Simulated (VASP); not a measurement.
# NbAs (Fm-3m) in VASP: notebook

NbAs is run at these levels: r2SCAN; tasks: relaxation of cell and atoms, single point.

All numbers are computed with VASP 6.6.1; they aren't measurements. Logs are shortened: lines on timing, memory, paths and dates and some standing lists are left out, and cuts for length are marked.

### 1 The cell of the first run

Symmetry: Fm-3m, No. 225, cubic system. Conventional cell: a = 5.197 Å, b = 5.197 Å, c = 5.197 Å, α = 90.00°, β = 90.00°, γ = 90.00°. Within 3.4 Å of Nb (site symmetry m-3m) lie 6 As at 2.60 Å. Within 3.4 Å of As (site symmetry m-3m) lie 6 Nb at 2.60 Å.

### 2 Relaxation of cell and atoms, r2SCAN

File POSCAR:

```
NbAs
1.0
    0.0000000000      2.5985719320      2.5985719320
    2.5985719320      0.0000000000      2.5985719320
    2.5985719320      2.5985719320      0.0000000000
Nb As
1 1
Direct
    0.0000000000      0.0000000000      0.0000000000
    0.5000000000      0.5000000000      0.5000000000
```

File INCAR.step1:

```
  PREC = Accurate
  ENCUT = 600
  ISMEAR = 0
  SIGMA = 0.1
  LREAL = F
  LASPH = T
  NELM = 80
  GGA = PE
  ALGO = Normal
  EDIFF = 1E-4
  LWAVE = T
  LCHARG = F
```

File INCAR.step2:

```
  PREC = Accurate
  ENCUT = 600
  EDIFF = 1E-6
  ISMEAR = 0
  SIGMA = 0.1
  LREAL = F
  LASPH = T
  NELM = 80
  ALGO = Normal
  ISIF = 3
  LWAVE = F
  LCHARG = F
  METAGGA = R2SCAN
  LMIXTAU = T
  IBRION = 2
  NSW = 90
  EDIFFG = -0.04
  ISTART = 1
```

File KPOINTS:

```
regular mesh
0
Gamma
  6 6 6
```

Potentials or basis: VASP PAW PBE potentials, release 64 (Nb_sv, As).

Launch:

```console
cat potpaw_PBE.64/Nb_sv/POTCAR potpaw_PBE.64/As/POTCAR > POTCAR
cp INCAR.step1 INCAR
mpirun -np 1 vasp_std > vasp.out
cp INCAR.step2 INCAR
mpirun -np 1 vasp_std > vasp.out
```

OUTCAR:

```text
PREC = Accurate
   ENCUT = 600
   EDIFF = 1E-6
   ISMEAR = 0
   LREAL = F
   LASPH = T
   NELM = 80
   ISIF = 3
   METAGGA = R2SCAN
   IBRION = 2
   NSW = 90
   EDIFFG = -0.04
   ISTART = 1

 ion  position               nearest neighbor table
   1  0.000  0.000  0.000-   2 2.60   2 2.60   2 2.60   2 2.60   2 2.60   2 2.60
   2  0.500  0.500  0.500-   1 2.60   1 2.60   1 2.60   1 2.60   1 2.60   1 2.60

  LATTYP: Found a face centered cubic cell.
 ALAT       =     5.1971438640

  Lattice vectors:

 A1 = (   0.0000000000,   2.5985719320,   2.5985719320)
 A2 = (   2.5985719320,   0.0000000000,   2.5985719320)
 A3 = (   2.5985719320,   2.5985719320,   0.0000000000)

Analysis of symmetry for initial positions (statically):
=====================================================================
 Subroutine PRICEL returns:
 Original cell was already a primitive cell.

 Routine SETGRP: Setting up the symmetry group for a
 face centered cubic supercell.

 Subroutine GETGRP returns: Found 48 space group operations
 (whereof 48 operations were pure point group operations)
 out of a pool of 48 trial point group operations.

The static configuration has the point symmetry O_h .

Analysis of symmetry for dynamics (positions and initial velocities):
=====================================================================
 Subroutine PRICEL returns:
 Original cell was already a primitive cell.

 Routine SETGRP: Setting up the symmetry group for a
 face centered cubic supercell.

 Subroutine GETGRP returns: Found 48 space group operations
 (whereof 48 operations were pure point group operations)
 out of a pool of 48 trial point group operations.

The dynamic configuration has the point symmetry O_h .

 Subroutine INISYM returns: Found 48 space group operations
 (whereof 48 operations are pure point group operations),
 and found     1 'primitive' translations

----------------------------------------------------------------------------------------

                                     Primitive cell

  volume of cell :      35.0941

  direct lattice vectors                    reciprocal lattice vectors
     0.000000000  2.598571932  2.598571932    -0.192413377  0.192413377  0.192413377
     2.598571932  0.000000000  2.598571932     0.192413377 -0.192413377  0.192413377
     2.598571932  2.598571932  0.000000000     0.192413377  0.192413377 -0.192413377

  length of vectors
     3.674935669  3.674935669  3.674935669     0.333269744  0.333269744  0.333269744

  position of ions in fractional coordinates (direct lattice)
     0.000000000  0.000000000  0.000000000
     0.500000000  0.500000000  0.500000000

  ion indices of the primitive-cell ions
   primitive index   ion index
                 1           1
                 2           2

----------------------------------------------------------------------------------------

[... 60 lines left out ...]
   EDIFF  = 0.1E-05   stopping-criterion for ELM
   LREAL  =      F    real-space projection
   EDIFFG = -.4E-01   stopping-criterion for IOM
   NSW    =     90    number of steps for IOM
   IBRION =      2    ionic relax: 0-MD 1-quasi-New 2-CG
   NFREE  =      1    steps in history (QN), initial steepest desc. (CG)
   ISIF   =      3    stress and relaxation
   ISYM   =      2    0-nonsym 1-usesym 2-fastsym
   POTIM  = 0.5000    time-step for ionic-motion
   TEBEG  =    0.0;   TEEND  =   0.0 temperature during run
   PSTRESS=    0.0 pullay stress
   NELECT =      18.0000    total number of electrons
   NUPDOWN=      -1.0000    fix difference up-down
   EMIN   =  10.00;   EMAX   =-10.00  energy-range for DOS
   EFERMI =   0.00;   METHOD = LEGACY
   ISMEAR =     0;   SIGMA  =   0.10  broadening in eV -4-tet -1-fermi 0-gaus
   EFERMI_NEDOS =   21; number of points for ismear=-14 and -15
   IALGO  =     38    algorithm
   IMIX   =      4    mixing-type and parameters
     AMIX     =   0.40;   BMIX     =  1.00
     AMIX_MAG =   1.60;   BMIX_MAG =  1.00
  volume/ion in A,a.u.               =      17.55       118.41
  Fermi-wavevector in a.u.,A,eV,Ry     =   1.310451  2.476394 23.365052  1.717283
  Thomas-Fermi vector in A             =   2.440981
   LORBIT       =      0    0 simple, 1 ext, 2 COOP (PROOUT), +10 PAW based schemes
   METAGGA = R2SCAN    functional components
   LHFCALC =     F    Hartree Fock is set to
   AEXX    =    0.0000 exact exchange contribution
   IVDW    =     0    specifies the selected vdW correction
   LEPSILON=     F    determine dielectric tensor
   LRPA    =     F    only Hartree local field effects (RPA)
 conjugate gradient relaxation of ions
 non-spin polarized calculation
 Gauss-broadening in eV      SIGMA  =   0.10
  energy-cutoff  :      600.00
  volume of cell :       35.09
 maximum number of plane-waves:      1211
 NGX is ok and might be reduce to    30
   NGX = 15   NGY = 15   NGZ = 15

--------------------------------------- Ionic step        1  -------------------------------------------

 number of electron      18.0000000 magnetization

 Free energy of the ion-electron system (eV)
  ---------------------------------------------------
  ext. energy  EPLUGINS =         0.00000000
  ---------------------------------------------------
  free energy    TOTEN  =       -40.15586954 eV

  energy without entropy =      -40.13887144  energy(sigma->0) =      -40.14737049

 E-fermi :  10.3275     XC(G=0): -12.5096

 val. band max:       10.3232498847   @ k =   0.5000   0.5000   0.0000
 cond. band min:      10.3591774766   @ k =   0.1667   0.0000   0.0000
 fundamental gap:      0.0359275919
 Fermi energy:        10.3275488124

 k-point     1 :       0.0000    0.0000    0.0000
  band No.  band energies     occupation
      1     -47.3491      2.00000
      2     -22.6864      2.00000
      3     -22.6864      2.00000
      4     -22.6864      2.00000
      5      -4.0919      2.00000
      6       8.6791      2.00000
      7       8.6791      2.00000
      8       8.6791      2.00000
      9       9.2674      2.00000
     10       9.2674      2.00000
     11      10.0326      1.99997
     12      10.0326      1.99997
     13      10.0326      1.99997
[... 309 lines left out ...]
--------------------------------------- Ionic step        3  -------------------------------------------

 number of electron      18.0000001 magnetization

 Free energy of the ion-electron system (eV)
  ---------------------------------------------------
  ext. energy  EPLUGINS =         0.00000000
  ---------------------------------------------------
  free energy    TOTEN  =       -40.18227837 eV

  energy without entropy =      -40.16478432  energy(sigma->0) =      -40.17353134

 E-fermi :   9.8102     XC(G=0): -12.2947

 val. band max:        9.7904025503   @ k =   0.5000   0.5000   0.0000
 cond. band min:       9.8136198328   @ k =   0.1667   0.0000   0.0000
 fundamental gap:      0.0232172825
 Fermi energy:         9.8102426854

 k-point     1 :       0.0000    0.0000    0.0000
  band No.  band energies     occupation
      1     -47.9269      2.00000
      2     -23.2541      2.00000
      3     -23.2541      2.00000
      4     -23.2541      2.00000
      5      -4.3553      2.00000
      6       8.2666      2.00000
      7       8.2666      2.00000
      8       8.2666      2.00000
      9       8.7980      2.00000
     10       8.7980      2.00000
     11       9.4812      2.00000
     12       9.4812      2.00000
     13       9.4812      2.00000
[... 267 lines left out ...]
  FREE ENERGIE OF THE ION-ELECTRON SYSTEM (eV)
  ---------------------------------------------------
  free  energy   TOTEN  =       -40.1822783679 eV

  energy  without entropy=      -40.1647843199  energy(sigma->0) =      -40.17353134

 reached required accuracy - stopping structural energy minimisation
```

OUTCAR.step1:

```text
PREC = Accurate
   ENCUT = 600
   ISMEAR = 0
   LREAL = F
   LASPH = T
[... 466 lines left out ...]
 -----------------------------------------------------------------------------------
      0.00000      0.00000      0.00000        -0.000000      0.000000      0.000000
      2.59857      2.59857      2.59857         0.000000     -0.000000     -0.000000
 -----------------------------------------------------------------------------------
    total drift:                               -0.000000      0.000000      0.000000

  FREE ENERGIE OF THE ION-ELECTRON SYSTEM (eV)
  ---------------------------------------------------
  free  energy   TOTEN  =       -15.2889559974 eV

  energy  without entropy=      -15.2717416273  energy(sigma->0) =      -15.28034881
```

OSZICAR.step1:

```text
N       E                     dE             d eps       ncg     rms          rms(c)
DAV:   1     0.164130615756E+03    0.16413E+03   -0.10329E+04   416   0.151E+03
DAV:   2    -0.684431518651E+01   -0.17097E+03   -0.16595E+03   491   0.460E+02
DAV:   3    -0.157747397590E+02   -0.89304E+01   -0.84860E+01   647   0.864E+01
DAV:   4    -0.162811301948E+02   -0.50639E+00   -0.50279E+00   602   0.204E+01
DAV:   5    -0.163002165404E+02   -0.19086E-01   -0.19082E-01   659   0.316E+00    0.755E+00
DAV:   6    -0.152922218046E+02    0.10080E+01   -0.38195E+00   659   0.180E+01    0.226E+00
DAV:   7    -0.152910565387E+02    0.11653E-02   -0.91015E-02   511   0.302E+00    0.128E+00
DAV:   8    -0.152888083279E+02    0.22482E-02   -0.18627E-02   733   0.105E+00    0.228E-01
DAV:   9    -0.152889635702E+02   -0.15524E-03   -0.87371E-04   567   0.333E-01    0.837E-02
DAV:  10    -0.152889559974E+02    0.75728E-05   -0.84213E-05   313   0.124E-01
   1 F= -.15288956E+02 E0= -.15280349E+02  d E =-.172144E-01
```

It took 70 s on 1 thread of Intel Xeon 6975P-C (Granite Rapids), shared host; peak memory 0.18 GiB.

Results:

```yaml
Free_energy: -40.1823 eV
Relaxed_volume: 18.25 Å³/atom
Relaxed_cell: a = 3.723 Å, b = 3.723 Å, c = 3.723 Å, α = 60.00°, β = 60.00°, γ = 60.00°
Space_group_after_relaxing_to_0.05_Å: Fm-3m (No. 225)
Energy_gained_by_relaxing: 13.2 meV/atom
Ionic_steps: 3
Pressure_after_relaxing: -0.1 GPa
```

The path:
```tsv
step	energy change (eV)	largest force (eV/Å)	pressure (GPa)	volume (Å³)
1	0.0000	0.0000	6.36	35.09
2	0.0341	0.0000	-8.05	38.75
3	-0.0264	0.0000	-0.09	36.50
```

Final structure:
```cif
data_structure
_symmetry_space_group_name_H-M 'P 1'
_symmetry_Int_Tables_number 1
_cell_length_a 3.7232
_cell_length_b 3.7232
_cell_length_c 3.7232
_cell_angle_alpha 60.000
_cell_angle_beta 60.000
_cell_angle_gamma 60.000
_cell_volume 36.50
loop_
_atom_site_label
_atom_site_type_symbol
_atom_site_fract_x
_atom_site_fract_y
_atom_site_fract_z
_atom_site_occupancy
Nb1 Nb 0.00000 0.00000 0.00000 1
As1 As 0.50000 0.50000 0.50000 1
```

Caveat: the bands computed are all filled at some k points, so no gap is given; the PAW data sets were made with another functional, which shifts forces and pressure a little.

### 3 Single point, r2SCAN

This run uses another cell than the first one, of 18.17 Å³/atom, 1.036 times its volume.

File POSCAR:

```
NbAs
1.0
    0.0000000000      2.6291154510      2.6291154510
    2.6291154510      0.0000000000      2.6291154510
    2.6291154510      2.6291154510      0.0000000000
Nb As
1 1
Direct
    0.0000000000      0.0000000000      0.0000000000
    0.5000000000      0.5000000000      0.5000000000
```

File INCAR.step1:

```
PREC = Accurate
ENCUT = 520
ISMEAR = 0
SIGMA = 0.1
LREAL = F
LASPH = T
NELM = 80
NBANDS = 16
GGA = PE
ALGO = Normal
EDIFF = 1E-4
LWAVE = T
LCHARG = F
```

File INCAR.step2:

```
PREC = Accurate
ENCUT = 520
EDIFF = 1E-6
ISMEAR = 0
SIGMA = 0.1
LREAL = F
LASPH = T
NELM = 80
ALGO = Normal
ISIF = 2
LWAVE = F
LCHARG = F
METAGGA = R2SCAN
LMIXTAU = T
NBANDS = 16
ISTART = 1
```

File KPOINTS:

```
regular mesh
0
Gamma
  18 18 18
```

Potentials or basis: VASP PAW PBE potentials, release 64 (Nb_sv, As).

Launch:

```console
cat potpaw_PBE.64/Nb_sv/POTCAR potpaw_PBE.64/As/POTCAR > POTCAR
cp INCAR.step1 INCAR
mpirun -np 1 vasp_std > vasp.out
cp INCAR.step2 INCAR
mpirun -np 1 vasp_std > vasp.out
```

Wall time 2.7 min (1 thread of Intel Xeon 6975P-C (Granite Rapids), shared host); peak memory 0.26 GiB.

It converged, with:

```
Free energy            : -40.2255 eV
Pressure               : -0.1 GPa
Band gap on the k mesh : zero (band 9 reaches 10.54 eV, above the bottom of band 10 at 8.53 eV)
```

Levels at points of the mesh, in eV from the Fermi level:
```csv
k point,band 5,band 6,band 7,band 8,band 9,band 10,band 11,band 12,band 13,band 14
"(0.00, 0.00, 0.00)",-14.24,-1.59,-1.59,-1.59,-1.04,-1.04,-0.38,-0.38,-0.38,5.51
"(0.50, 0.00, 0.00)",-11.89,-7.35,-4.77,-4.77,0.64,0.64,1.59,3.53,6.92,6.92
"(0.50, 0.50, 0.00)",-12.63,-5.32,-3.36,-2.35,-2.35,-0.04,1.34,1.34,2.59,4.50
```

Caveat: the PAW data sets were made with another functional, which shifts forces and pressure a little.
